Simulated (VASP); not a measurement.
A run of VASP 6.6.1:

INCAR

```
SYSTEM = TaN
  PREC = Accurate
  ENCUT = 520
  EDIFF = 1E-7
  ISMEAR = 0
  SIGMA = 0.15
  LREAL = .FALSE.
  LASPH = .TRUE.
  NELM = 80
  ALGO = Normal
  ISIF = 2
  LWAVE = .FALSE.
  LCHARG = .FALSE.
  GGA = PS
  NBANDS = 15
```

Contents of KPOINTS:

```
regular mesh
0
G
  24 24 18
  0 0 0
```

The input POSCAR:

```
TaN
1.0
    2.6919717950      0.0000000000      0.0000000000
   -1.3459858975      2.3313159607      0.0000000000
    0.0000000000      0.0000000000      3.4340520798
Ta N
1 1
Direct
    0.3333333333      0.6666666667      0.5000000000
    0.0000000000      0.0000000000      0.0000000000
```

Potentials or basis: VASP PAW PBE potentials, release 64 (Ta_pv, N).

The run is started by

```console
$ cat potpaw_PBE.64/Ta_pv/POTCAR potpaw_PBE.64/N/POTCAR > POTCAR
$ mpirun -np 1 vasp_std > vasp.out
```

Hardware: 1 thread of Intel Xeon 8259CL, on a shared host.

Problem. Estimate the wall time of this run.

Solution. Run time: 4.1 min on 1 thread of Intel Xeon 8259CL, on a shared host, peak memory 0.3 GiB. Counts: scf iterations 14, k points 610.
